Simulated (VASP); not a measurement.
Here is a VASP 6.6.1 calculation.

Contents of INCAR:

```
SYSTEM = Tl2SnH4
PREC = Accurate
ENCUT = 600
EDIFF = 1E-6
ISMEAR = 0
SIGMA = 0.1
LREAL = .FALSE.
LASPH = .TRUE.
NELM = 100
ALGO = Normal
ISIF = 3
LWAVE = .FALSE.
LCHARG = .FALSE.
GGA = PE
IBRION = 2
NSW = 90
EDIFFG = -0.04
```

KPOINTS

```
Automatic mesh
0
G
  3 3 4
  0 0 0
```

The input POSCAR:

```
Tl2SnH4
1.0
    5.8313723500      0.0000000000      0.0000000000
   -2.9156861800      5.0501166000      0.0000000000
    0.0000000000      0.0000000000      6.6749447300
Tl Sn H
2 1 4
Direct
    0.0000000000      0.0000000000      0.8360020400
    0.0000000000      0.0000000000      0.1639979600
    0.3333333300      0.6666666700      0.0000000000
    0.0000000000      0.0000000000      0.3327767300
    0.0000000000      0.0000000000      0.6672232700
    0.0000000000      0.0000000000      0.5000000000
    0.0000000000      0.0000000000      0.0000000000
```

Potentials or basis: VASP PAW PBE potentials, release 64 (Tl_d, Sn_d, H).

Launch:

```console
$ cat potpaw_PBE.64/Tl_d/POTCAR potpaw_PBE.64/Sn_d/POTCAR potpaw_PBE.64/H/POTCAR > POTCAR
$ mpirun -np 1 vasp_std > vasp.out
```

**Question.** Estimate the relaxed volume.

**Answer.** 19.35 Å³/atom.

**Question.** Estimate the relaxed cell.

**Answer.** a = 3.672 Å, b = 3.672 Å, c = 11.598 Å, α = 90.00°, β = 90.00°, γ = 120.00°.

**Question.** Estimate the band gap on the k mesh.

**Answer.** Zero (bands 22 and 23 overlap by 2.17 eV).

Forces on the atoms (eV/Å):
```
Tl   0.000  0.000 -0.025
Tl   0.000  0.000  0.025
Sn   0.000  0.000  0.000
H    0.000  0.000  0.003
H    0.000  0.000 -0.003
H    0.000  0.000  0.000
H    0.000  0.000  0.000
```

Caveat: the k points lie up to 0.66 Å⁻¹ apart in the final cell, too coarse for converged energies and pressures of a metal; the volume moved by over 15 % at a fixed basis, so the end points are rough; spin-orbit coupling is left out, which moves the levels of the heavy elements.
